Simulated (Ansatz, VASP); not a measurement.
# One calculation of InSb, two programs

INCAR

```
SYSTEM = InSb
PREC = Accurate
ENCUT = 520
EDIFF = 1E-8
ISMEAR = -1
SIGMA = 0.08
LREAL = .False.
LASPH = .True.
NELM = 100
ALGO = Normal
ISIF = 2
LWAVE = .False.
LCHARG = .False.
GGA = PE
LEFG = .True.
NBANDS = 26
```

File KPOINTS:

```
regular mesh
0
Gamma
  6 6 11
  0 0 0
```

File POSCAR:

```
InSb
1.0
    5.2498600000      0.0000000000      0.0000000000
    0.0000000000      5.5977600000      0.0000000000
    0.0000000000      0.0000000000      3.0630000000
In Sb
2 2
Direct
    0.0000000000      0.0000000000      0.0000000000
    0.5000000000      0.5000000000      0.0000000000
    0.5000000000      0.0000000000      0.8350000000
    0.0000000000      0.5000000000      0.1650000000
```

Input for Ansatz:

```yaml
crystal:
  lattice:
    - [5.24986, 0.0, 0.0]
    - [0.0, 5.59776, 0.0]
    - [0.0, 0.0, 3.063]
  atoms:
    - { symbol: In, position: [0.0, 0.0, 0.0] }
    - { symbol: In, position: [0.5, 0.5, 0.0] }
    - { symbol: Sb, position: [0.5, 0.0, 0.835] }
    - { symbol: Sb, position: [0.0, 0.5, 0.165] }
kpoints:
  mp_grid: { grid: [6, 6, 11] }
scf:
  occupations: { method: fermi_dirac, width: 0.08 }
hamiltonian:
  xc: pbe
  pseudopotentials: { kind: paw }
output:
  forces: true
  stress: true
  eigenvalues: true
  efg: { contact_densities: true }
  write_density: true
  write_potential: true
  elf: true
  volumetric_format: npy
```

Change from the starting cell: equal xx and yy strain of -2 %, PAW files.

Alike in both runs: task electric field gradients; functional PBE; k mesh 6 × 6 × 11; occupations fermi-dirac, width 0.08 eV; no spin polarisation.

|  | VASP | Ansatz |
| --- | --- | --- |
| version | VASP 6.6.1 | Ansatz 0.2.0 |
| potentials or method | VASP PAW PBE potentials, release 64 (In_d, Sb) | PAW with Ansatz's default frozen-core files, scalar-relativistic |
| plane-wave cutoff (eV) | 520 | 420 |
| valence electrons in the cell | 36 | 56 |

```csv
,VASP,Ansatz,Ansatz less VASP
pressure (GPa),23.7,23.7,-0.02
"traceless stress, the component that is largest in VASP (GPa)",15.36,15.42,+0.054
rms of the force components (eV/Å),0.431,0.431,+0.0006
size of Vzz on the site where it differs most (V/Å²),93.2,82.6,-10.56
```

Atom by atom the forces differ by 0.001 eV/Å (rms over components). VASP's potentials hold 36 valence electrons a cell and Ansatz's 56, so a difference there can come from the potentials and not from the codes.

Neither program's run includes spin-orbit coupling.
